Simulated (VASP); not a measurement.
Write the native input for VASP 6.6.1 that does the following.

```
Task                   : single point
Functional             : PBE
Potentials or basis    : VASP PAW PBE potentials, release 64 (P)
Cutoff                 : 520 eV
k mesh                 : 8 × 1 × 6
Occupations            : gaussian, width 0.05 eV
Spin                   : no spin polarisation
Dipole correction      : no
Further INCAR settings : ALGO = Normal; EDIFF = 1e-06; NBANDS = 18
```

The structure of P lies in POSCAR:

```
P
1.0
    3.4068675095      0.0000000000      0.0000000000
    0.0000000000     36.1641696521      0.0000000000
    0.0000000000      0.0000000000      4.6320847100
P
4
Direct
    0.0000000000      0.9702614300      0.5921507200
    0.0000000000      0.0297385700      0.4078492800
    0.5000000000      0.0297385700      0.0921507200
    0.5000000000      0.9702614300      0.9078492800
```

This cell differs from its parent crystal: strain +0.0375 x Voigt [1, 1, 0, 0, 0, 0].

The input as run:

INCAR

```
SYSTEM = P
PREC = Accurate
ENCUT = 520
EDIFF = 1E-6
ISMEAR = 0
SIGMA = 0.05
LREAL = .False.
LASPH = .True.
NELM = 80
ALGO = Normal
ISIF = 2
LWAVE = .False.
LCHARG = .False.
GGA = PE
NBANDS = 18
```

KPOINTS

```
regular mesh
0
Gamma
  8 1 6
  0 0 0
```

Potentials or basis: VASP PAW PBE potentials, release 64 (P).

Run with:

```bash
$ cat potpaw_PBE.64/P/POTCAR > POTCAR
$ mpirun -np 1 vasp_std > vasp.out
```

It gave:

| Property | Result |
| --- | --- |
| Largest force | 0.459 eV/Å |
| Band gap on the k mesh | 0.80 eV |

Caveat: the cell differs from its parent crystal (strain +0.0375 x Voigt [1, 1, 0, 0, 0, 0]); there is no dipole correction, which matters where the two faces differ; semilocal functionals underestimate gaps, and a narrow one can read as zero.

Run time: 7.7 min on 1 thread of Oxide Virtual Turin-like Processor (shared host), peak memory 0.6 GiB.
